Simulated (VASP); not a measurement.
Write the native input for VASP 6.6.1 that does the following.

```yaml
Task: single point
Functional: PBE
Potentials_or_basis: VASP PAW PBE potentials, release 64 (Sn_d)
Cutoff: 520 eV
k_mesh: 20 × 20 × 20
Occupations: gaussian, width 0.1 eV
Spin: no spin polarisation
Dipole_correction: no
Further_INCAR_settings: ALGO = Fast; EDIFF = 1e-06; NBANDS = 13
```

The structure of Sn lies in POSCAR:

```
Sn
1.0
   -1.9037386609      1.9037386609      1.6846851713
    1.9037386609     -1.9037386609      1.6846851713
    1.9037386609      1.9037386609     -1.6846851713
Sn
1
Direct
    0.5000000000      0.5000000000      0.0000000000
```

The input as run:

INCAR

```
SYSTEM = Sn
PREC = Accurate ; ENCUT = 520
EDIFF = 1E-6 ; ISMEAR = 0
SIGMA = 0.1 ; LREAL = .FALSE.
LASPH = .TRUE. ; NELM = 60
ALGO = Fast ; ISIF = 2
LWAVE = .FALSE. ; LCHARG = .FALSE.
GGA = PE ; NBANDS = 13
```

KPOINTS

```
Automatic mesh
0
G
  20 20 20
  0 0 0
```

Potentials or basis: VASP PAW PBE potentials, release 64 (Sn_d).

Command:

```sh
$ cat potpaw_PBE.64/Sn_d/POTCAR > POTCAR
$ mpirun -np 1 vasp_std > vasp.out
```

Results of the run:

| Item | Value |
| --- | --- |
| Pressure | 8.1 GPa |
| Band gap on the k mesh | zero (bands 7 and 8 overlap by 10.82 eV) |

Caveat: the cell stands under pressure; spin-orbit coupling is left out, which moves the levels of the heavy elements.

Run time: 59 s on 1 thread of Intel(R) Xeon(R) 6975P-C (Granite Rapids), with other jobs on the host, peak memory 0.29 GiB.
